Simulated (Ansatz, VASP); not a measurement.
**One calculation of InSe, two programs**

```
CELL_PARAMETERS angstrom
1.96610 1.13513 8.29692
-1.96610 1.13513 8.29692
0.00000 -2.27025 8.29692
ATOMIC_POSITIONS crystal
In 0.00000 0.00000 0.00000
In 0.11140 0.11140 0.11140
Se 0.61650 0.61650 0.61650
Se 0.82810 0.82810 0.82810
```

Alike in both runs: task single point; functional PBEsol; k mesh 6 × 6 × 6; no spin polarisation.

|  | VASP | Ansatz |
| --- | --- | --- |
| version | VASP 6.6.1 | Ansatz 0.2.0 |
| potentials or method | VASP PAW PBE potentials, release 64 (In_d, Se), cutoff 520 eV | plane waves, PAW |
| occupations | gaussian, width 0.01 eV | fixed |
| valence electrons in the cell | 38 | 58 |

```tsv
	VASP	Ansatz	Ansatz less VASP
pressure (GPa)	3.2	3.1	-0.08
traceless stress, the component that is largest in VASP (GPa)	-0.96	-0.94	+0.016
```

VASP's potentials were made for PBE, not for PBEsol. VASP's potentials hold 38 valence electrons a cell and Ansatz's 58, so a difference there can come from the potentials and not from the codes.
